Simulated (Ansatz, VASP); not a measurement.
## Mg4BrO3 in VASP and in Ansatz

```
Mg Br O
1.0
     5.01908    0.00000    0.00000
     0.00000    5.01908    0.00000
     0.00000    0.00000    5.01908
Mg Br O
4 1 3
Cartesian
  4.0001 4.0001 4.0001
  4.0001 1.0190 1.0190
  1.0190 4.0001 1.0190
  1.0190 1.0190 4.0001
  2.5095 2.5095 2.5095
  0.0000 0.0000 2.5095
  0.0000 2.5095 0.0000
  2.5095 0.0000 0.0000
```

Alike in both runs: task relaxation of cell and atoms; functional PBE; k mesh 8 × 8 × 8; occupations gaussian, width 0.1 eV; no spin polarisation.

```csv
,VASP,Ansatz
version,VASP 6.6.1,Ansatz 0.2.0
potentials or method,"VASP PAW PBE potentials, release 64 (Mg, Br, O), cutoff 600 eV","scalar-relativistic, plane waves, PAW"
valence electrons in the cell,33,65
```

```tsv
	VASP	Ansatz	Ansatz less VASP
gap on the k mesh at the Fermi level, each at its own relaxed structure (eV)	none	none	-
relaxed volume (Å³/atom)	15.66	15.75	+0.089
relaxed length of the cell vector where the two differ most in proportion (Å)	5.004	5.013	+0.0095
```

A gap of «none» marks a metal or a gap that the smearing closes. VASP's potentials hold 33 valence electrons a cell and Ansatz's 65, so a difference there can come from the potentials and not from the codes.
